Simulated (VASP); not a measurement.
MgO (Periclase):

```
CELL_PARAMETERS angstrom
0.00000 2.05925 2.05925
2.05925 0.00000 2.05925
2.05925 2.05925 0.00000
ATOMIC_POSITIONS crystal
Mg 0.00000 0.00000 0.00000
O 0.50000 0.50000 0.50000
```

This cell differs from its parent crystal: volume scaled by 0.94.

Base run:

```yaml
Program: VASP 6.6.1
Functional: r2SCAN
Potentials_or_basis: VASP PAW PBE potentials, release 64 (Mg_sv, O)
Cutoff: 660 eV
k_mesh: 10 × 10 × 10
Occupations: gaussian, width 0.02 eV
Spin: no spin polarisation
```

Its results: band gap on the k mesh 6.37 eV, direct; pressure 11.7 GPa.

**Question.** The run is repeated on the same cell with these changes: potentials or basis from VASP PAW PBE potentials, release 64 (Mg_sv, O) to VASP PAW PBE potentials, release 64 (Mg, O); cutoff from 660 eV to 520 eV; further incar settings from ALGO = Normal; EDIFF = 1e-06; NBANDS = 15 to ALGO = Normal; EDIFF = 1e-06; NBANDS = 11; valence electrons from 16 to 8. What comes out?

**Answer.** Band gap on the k mesh 6.32 eV, direct; pressure 10.6 GPa.

Caveats: the PAW data sets were made with another functional, which shifts forces and pressure a little.

